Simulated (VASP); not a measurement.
# P (Fm-3m) in VASP: a series of runs

P is run at these levels: PBE; tasks: single point.

Everything below comes from runs of VASP 6.6.1. Logs are shortened: lines on timing, memory, paths and dates and some standing lists are left out, and cuts for length are marked.

### 1 The cell of the first run

The structure is cubic, space group Fm-3m (No. 225). Conventional cell: a = 3.962 Å, b = 3.962 Å, c = 3.962 Å, α = 90.00°, β = 90.00°, γ = 90.00°. P (site symmetry m-3m) has 12 P at 2.80 Å within 3.7 Å.

This isn't the form of P at room conditions, which is orthorhombic.

### 2 Single point, PBE (Sb replaced by P, lengths x 0.862, strained)

Input file INCAR:

```
PREC = Accurate
ENCUT = 500
EDIFF = 1E-6
ISMEAR = 0
SIGMA = 0.1
LREAL = False
LASPH = True
NELM = 120
ALGO = Normal
ISIF = 2
LWAVE = False
LCHARG = True
GGA = PE
LELF = True
LVHAR = True
NBANDS = 8
GGA_COMPAT = False
```

Input file KPOINTS:

```
regular mesh
0
Gamma
  8 8 8
```

Input file POSCAR:

```
P
1.0
    0.0000000000      1.9809827109      1.9809827109
    1.9809827109      0.0000000000      1.9809827109
    1.9809827109      1.9809827109      0.0000000000
P
1
Direct
    0.0000000000      0.0000000000      0.0000000000
```

Potentials or basis: VASP PAW PBE potentials, release 64 (P).

Run with:

```console
$ cat potpaw_PBE.64/P/POTCAR > POTCAR
$ mpirun -np 1 vasp_std > vasp.out
```

OUTCAR:

```text
PREC = Accurate
   ENCUT = 500
   EDIFF = 1E-6
   ISMEAR = 0
   LREAL = False
   LASPH = True
   NELM = 120
   ISIF = 2
   GGA = PE

 ion  position               nearest neighbor table
   1  0.000  0.000  0.000-

  LATTYP: Found a face centered cubic cell.
 ALAT       =     3.9619654218

  Lattice vectors:

 A1 = (   0.0000000000,   1.9809827109,   1.9809827109)
 A2 = (   1.9809827109,   0.0000000000,   1.9809827109)
 A3 = (   1.9809827109,   1.9809827109,   0.0000000000)

Analysis of symmetry for initial positions (statically):
=====================================================================
 Subroutine PRICEL returns:
 Original cell was already a primitive cell.

 Routine SETGRP: Setting up the symmetry group for a
 face centered cubic supercell.

 Subroutine GETGRP returns: Found 48 space group operations
 (whereof 48 operations were pure point group operations)
 out of a pool of 48 trial point group operations.

The static configuration has the point symmetry O_h .

Analysis of symmetry for dynamics (positions and initial velocities):
=====================================================================
 Subroutine PRICEL returns:
 Original cell was already a primitive cell.

 Routine SETGRP: Setting up the symmetry group for a
 face centered cubic supercell.

 Subroutine GETGRP returns: Found 48 space group operations
 (whereof 48 operations were pure point group operations)
 out of a pool of 48 trial point group operations.

The dynamic configuration has the point symmetry O_h .

 Subroutine INISYM returns: Found 48 space group operations
 (whereof 48 operations are pure point group operations),
 and found     1 'primitive' translations

----------------------------------------------------------------------------------------

                                     Primitive cell

  volume of cell :      15.5479

  direct lattice vectors                    reciprocal lattice vectors
     0.000000000  1.980982711  1.980982711    -0.252399982  0.252399982  0.252399982
     1.980982711  0.000000000  1.980982711     0.252399982 -0.252399982  0.252399982
     1.980982711  1.980982711  0.000000000     0.252399982  0.252399982 -0.252399982

  length of vectors
     2.801532617  2.801532617  2.801532617     0.437169592  0.437169592  0.437169592

  position of ions in fractional coordinates (direct lattice)
     0.000000000  0.000000000  0.000000000

[... 76 lines left out ...]
   LREAL  =      F    real-space projection
   EDIFFG = 0.1E-04   stopping-criterion for IOM
   NSW    =      0    number of steps for IOM
   IBRION =     -1    ionic relax: 0-MD 1-quasi-New 2-CG
   NFREE  =      0    steps in history (QN), initial steepest desc. (CG)
   ISIF   =      2    stress and relaxation
   ISYM   =      2    0-nonsym 1-usesym 2-fastsym
   POTIM  = 0.5000    time-step for ionic-motion
   TEBEG  =    0.0;   TEEND  =   0.0 temperature during run
   PSTRESS=    0.0 pullay stress
   NELECT =       5.0000    total number of electrons
   NUPDOWN=      -1.0000    fix difference up-down
   EMIN   =  10.00;   EMAX   =-10.00  energy-range for DOS
   EFERMI =   0.00;   METHOD = LEGACY
   ISMEAR =     0;   SIGMA  =   0.10  broadening in eV -4-tet -1-fermi 0-gaus
   EFERMI_NEDOS =   21; number of points for ismear=-14 and -15
   IALGO  =     38    algorithm
   IMIX   =      4    mixing-type and parameters
     AMIX     =   0.40;   BMIX     =  1.00
     AMIX_MAG =   1.60;   BMIX_MAG =  1.00
  volume/ion in A,a.u.               =      15.55       104.92
  Fermi-wavevector in a.u.,A,eV,Ry     =   1.121607  2.119530 17.116168  1.258003
  Thomas-Fermi vector in A             =   2.258262
   LORBIT       =      0    0 simple, 1 ext, 2 COOP (PROOUT), +10 PAW based schemes
   GGA     = PE    functional components
   LHFCALC =     F    Hartree Fock is set to
   AEXX    =    0.0000 exact exchange contribution
   IVDW    =     0    specifies the selected vdW correction
   LEPSILON=     F    determine dielectric tensor
   LRPA    =     F    only Hartree local field effects (RPA)
 non-spin polarized calculation
 Gauss-broadening in eV      SIGMA  =   0.10
  energy-cutoff  :      500.00
  volume of cell :       15.55
 maximum number of plane-waves:       411
   NGX = 11   NGY = 11   NGZ = 11

 number of electron       5.0000001 magnetization

 Free energy of the ion-electron system (eV)
  ---------------------------------------------------
  ext. energy  EPLUGINS =         0.00000000
  ---------------------------------------------------
  free energy    TOTEN  =        -4.46231737 eV

  energy without entropy =       -4.45111999  energy(sigma->0) =       -4.45671868

 E-fermi :   8.6021     XC(G=0): -11.1866

 val. band max:        8.5784192344   @ k =  -0.3750   0.2500   0.1250
 cond. band min:       8.9719043087   @ k =   0.5000   0.3750   0.1250
 fundamental gap:      0.3934850744
 Fermi energy:         8.6020796017

 k-point     1 :       0.0000    0.0000    0.0000
  band No.  band energies     occupation
      1      -6.8017      2.00000
      2      15.0564      0.00000
      3      15.0564      0.00000
      4      15.0564      0.00000
      5      20.1504      0.00000
      6      20.1504      0.00000
      7      20.1504      0.00000
      8      26.0473      0.00000
[... 243 lines left out ...]
 k-point    24 :      -0.3750    0.2500    0.1250
  band No.  band energies     occupation
      1      -0.4052      2.00000
      2       2.4003      2.00000
      3       8.5784      1.26208
      4      10.4774      0.00000
      5      18.3234      0.00000
      6      20.1700      0.00000
      7      24.5574      0.00000
      8      26.0093      0.00000

 [... further k-points ...]

------------------------ aborting loop because EDIFF is reached ----------------------------------------

  FORCE on cell =-STRESS in cart. coord.  units (eV):
  Direction    XX          YY          ZZ          XY          YZ          ZX
  --------------------------------------------------------------------------------------
  -------------------------------------------------------------------------------------
  Total       -0.3702795     -0.3702795     -0.3702795      0.0000000      0.0000000      0.0000000
  in kB      -38.1564721    -38.1564721    -38.1564721      0.0000000      0.0000000      0.0000000
  external PRESSURE =     -38.1564721 kB  Pullay stress =       0.0000000 kB

 VOLUME and BASIS-vectors are now :
 -----------------------------------------------------------------------------
  energy-cutoff  :      500.00
  volume of cell :       15.55
      direct lattice vectors                 reciprocal lattice vectors
     0.000000000  1.980982711  1.980982711    -0.252399982  0.252399982  0.252399982
     1.980982711  0.000000000  1.980982711     0.252399982 -0.252399982  0.252399982
     1.980982711  1.980982711  0.000000000     0.252399982  0.252399982 -0.252399982

 POSITION                                       TOTAL-FORCE (eV/Angst)
 -----------------------------------------------------------------------------------
      0.00000      0.00000      0.00000        -0.000000      0.000000     -0.000000
 -----------------------------------------------------------------------------------
    total drift:                                0.000000      0.000000     -0.000000

  FREE ENERGIE OF THE ION-ELECTRON SYSTEM (eV)
  ---------------------------------------------------
  free  energy   TOTEN  =        -4.4623173720 eV

  energy  without entropy=       -4.4511199929  energy(sigma->0) =       -4.45671868
```

OSZICAR:

```text
N       E                     dE             d eps       ncg     rms          rms(c)
DAV:   1     0.140486381163E+01    0.14049E+01   -0.20405E+03   472   0.429E+02
DAV:   2    -0.441658495559E+01   -0.58214E+01   -0.56410E+01   736   0.494E+01
DAV:   3    -0.447038671842E+01   -0.53802E-01   -0.53022E-01   504   0.518E+00
DAV:   4    -0.447046212226E+01   -0.75404E-04   -0.75404E-04   776   0.226E-01
DAV:   5    -0.447046213032E+01   -0.80597E-08   -0.76039E-08   536   0.159E-03    0.359E+00
DAV:   6    -0.446452030593E+01    0.59418E-02   -0.45123E-03   528   0.348E-01    0.208E+00
DAV:   7    -0.446231568423E+01    0.22046E-02   -0.73420E-03   520   0.452E-01    0.117E-01
DAV:   8    -0.446231779538E+01   -0.21111E-05   -0.95214E-05   688   0.659E-02    0.211E-02
DAV:   9    -0.446231737202E+01    0.42336E-06   -0.60199E-07   520   0.683E-03
   1 F= -.44623174E+01 E0= -.44567187E+01  d E =-.111974E-01
```

It took 3.2 s on 1 thread of Intel Xeon 8259CL, shared host; peak memory 0.11 GiB.

What came out:

```yaml
Free_energy: -4.4623 eV
Pressure: -3.8 GPa
Band_gap_on_the_k_mesh: zero (an odd number of electrons rules out a gap without spin polarisation)
```

Caveat: the cell differs from its parent crystal (Sb replaced by P, lengths x 0.862, strained); the cell stands under tension; an odd number of electrons without spin polarisation forces a metal; a magnetic or distorted state may lie lower.

### 3 Single point, PBE (Sb replaced by P, lengths x 0.862, strained)

Input file INCAR:

```
SYSTEM = P
PREC = Accurate
ENCUT = 500
EDIFF = 1E-6
ISMEAR = 0
SIGMA = 0.1
LREAL = .FALSE.
LASPH = .TRUE.
NELM = 120
ALGO = Normal
ISIF = 2
LWAVE = .FALSE.
LCHARG = .FALSE.
GGA = PE
NBANDS = 8
GGA_COMPAT = .FALSE.
```

Input file KPOINTS:

```
regular mesh
0
G
  18 18 18
  0 0 0
```

POSCAR is that of step 2.

Potentials or basis: VASP PAW PBE potentials, release 64 (P).

Run with:

```console
$ cat potpaw_PBE.64/P/POTCAR > POTCAR
$ mpirun -np 1 vasp_std > vasp.out
```

It took 12 s on 1 thread of Intel Xeon 8259CL, shared host; peak memory 0.13 GiB.

It converged, with:

| Quantity | Value |
| --- | --- |
| Free energy | -4.5021 eV |
| Pressure | -5.7 GPa |
| Band gap on the k mesh | zero (an odd number of electrons rules out a gap without spin polarisation) |

Levels at points of the mesh, in eV from the Fermi level:
| k point | band 1 | band 2 | band 3 | band 4 | band 5 | band 6 | band 7 |
| --- | --- | --- | --- | --- | --- | --- | --- |
| (0.00, 0.00, 0.00) | -15.70 | 6.16 | 6.16 | 6.16 | 11.26 | 11.26 | 11.26 |
| (0.50, 0.00, 0.00) | -10.32 | -7.53 | 4.35 | 4.35 | 10.16 | 10.37 | 10.37 |
| (0.50, 0.50, 0.00) | -7.92 | -6.29 | 0.58 | 0.58 | 4.56 | 4.92 | 22.14 |

Caveat: the cell differs from its parent crystal (Sb replaced by P, lengths x 0.862, strained); the cell stands under tension; an odd number of electrons without spin polarisation forces a metal; a magnetic or distorted state may lie lower.

The gap in the log of VASP goes by the Fermi energy; the results here count the filled bands.